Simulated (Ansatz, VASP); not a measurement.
**One calculation of SnSe2, two programs**

Contents of INCAR:

```
SYSTEM = SnSe2
ALGO = Normal
EDIFF = 1E-6
ENCUT = 500
GGA = PE
GGA_COMPAT = .FALSE.
ISIF = 2
ISMEAR = 0
IVDW = 12
LASPH = .TRUE.
LCHARG = .FALSE.
LREAL = .FALSE.
LWAVE = .FALSE.
NBANDS = 20
NELM = 120
PREC = Accurate
SIGMA = 0.03
```

File KPOINTS:

```
k-points
0
G
  12 12 6
  0 0 0
```

POSCAR

```
SnSe2
1.0
    3.5486025595      0.0000000000      0.0000000000
   -1.7743012798      3.0731799644      0.0000000000
    0.0000000000      0.0000000000      6.6621464451
Sn Se
1 2
Direct
    0.0000000000      0.0000000000      0.0000000000
    0.3333333333      0.6666666667      0.2651331237
    0.6666666667      0.3333333333      0.7348668763
```

Input for Ansatz:

```yaml
crystal:
  lattice:
    - [3.5486025595, 0.0, 0.0]
    - [-1.7743012798, 3.0731799644, 0.0]
    - [0.0, 0.0, 6.6621464451]
  atoms:
    - { symbol: Sn, position: [0.0, 0.0, 0.0] }
    - { symbol: Se, position: [0.3333333333, 0.6666666667, 0.2651331237] }
    - { symbol: Se, position: [0.6666666667, 0.3333333333, 0.7348668763] }
basis:
  ecutwfc: 420
kpoints:
  mp_grid: { grid: [12, 12, 6] }
hamiltonian:
  xc: pbe
  dispersion: d3bj
scf:
  occupations: { method: gaussian, width: 0.03 }
output:
  forces: true
  stress: true
  eigenvalues: true
```

Alike in both runs: task single point; functional PBE; dispersion D3(BJ); k mesh 12 × 12 × 6; occupations gaussian, width 0.03 eV; no spin polarisation.

|  | VASP | Ansatz |
| --- | --- | --- |
| version | VASP 6.6.1 | Ansatz 0.2.0 |
| potentials or method | VASP PAW PBE potentials, release 64 (Sn_d, Se), cutoff 500 eV | scalar-relativistic, plane waves, PAW |
| valence electrons in the cell | 26 | 46 |

|  | VASP | Ansatz | Ansatz less VASP |
| --- | --- | --- | --- |
| gap on the k mesh at the Fermi level (eV) | none | none | - |
| pressure (GPa) | 4.4 | 4.3 | -0.09 |
| traceless stress, the component that is largest in VASP (GPa) | -10.50 | -10.54 | -0.039 |
| rms of the force components (eV/Å) | 0.293 | 0.301 | +0.0081 |

Atom by atom the forces differ by 0.008 eV/Å (rms over components). A gap of «none» marks a metal or a gap that the smearing closes. VASP's potentials hold 26 valence electrons a cell and Ansatz's 46, so a difference there can come from the potentials and not from the codes.
